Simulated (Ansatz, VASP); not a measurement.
# CaF2 in VASP and in Ansatz

```
Ca F
1.0
     0.00000    2.75960    2.75960
     2.75960    0.00000    2.75960
     2.75960    2.75960    0.00000
Ca F
1 2
Cartesian
  0.0000 0.0000 0.0000
  1.3798 1.3798 1.3798
  4.1394 4.1394 4.1394
```

Change from the starting cell: species swapped into the NdH2 type (Fm-3m, No. 225).

Alike in both runs: functional PBE; k mesh 4 × 4 × 4; occupations gaussian, width 0.15 eV; no spin polarisation.

Ansatz relaxed the structure, and its values are those at the end. VASP's run is a single point on that final structure, the one shown.

```csv
,VASP,Ansatz
version,VASP 6.6.1,Ansatz 0.2.0
potentials or method,"VASP PAW PBE potentials, release 64 (Ca_sv, F), cutoff 600 eV","scalar-relativistic, plane waves, PAW"
valence electrons in the cell,24,24
```

```csv
,VASP,Ansatz,Ansatz less VASP
gap on the k mesh at the Fermi level (eV),7.10,7.12,+0.019
least direct gap on the mesh (eV),7.35,7.37,+0.019
pressure (GPa),-0.2,-0.3,-0.16
```

The k mesh is coarse, so the values compare programs but aren't converged.
